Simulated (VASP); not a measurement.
A run of VASP 6.6.1 is set up as follows.

Contents of INCAR:

```
SYSTEM = Ru
PREC     = Accurate       ! precision mode
ENCUT    = 520            ! plane-wave cutoff, eV
EDIFF    = 1E-7           ! SCF threshold, eV
ISMEAR   = 0              ! smearing method
SIGMA    = 0.1            ! smearing width, eV
LREAL    = .FALSE.        ! projectors in reciprocal space
LASPH    = .TRUE.         ! aspherical terms in the spheres
NELM     = 100            ! most SCF steps
ALGO     = Normal         ! electronic algorithm
ISIF     = 2              ! what is computed and relaxed
LWAVE    = .FALSE.        ! write WAVECAR
LCHARG   = .TRUE.         ! write CHGCAR
GGA      = PE             ! functional
LELF     = .TRUE.         ! ELF
LVHAR    = .TRUE.       
NBANDS   = 21             ! bands
```

Contents of KPOINTS:

```
Automatic mesh
0
G
  18 18 10
  0 0 0
```

File POSCAR:

```
Ru
1.0
    2.7199966804      0.0000000000      0.0000000000
   -1.3599983402      2.3555862235      0.0000000000
    0.0000000000      0.0000000000      4.2967708191
Ru
2
Direct
    0.3333333333      0.6666666667      0.2500000000
    0.6666666667      0.3333333333      0.7500000000
```

Potentials or basis: VASP PAW PBE potentials, release 64 (Ru_pv).

Command:

```bash
$ cat potpaw_PBE.64/Ru_pv/POTCAR > POTCAR
$ mpirun -np 1 vasp_std > vasp.out
```

**Question.** Predict the band gap on the k mesh.

**Answer.** Zero (band 14 reaches 14.05 eV, above the bottom of band 15 at 10.98 eV).

**Question.** What does it give for the pressure?

**Answer.** -0.1 GPa.
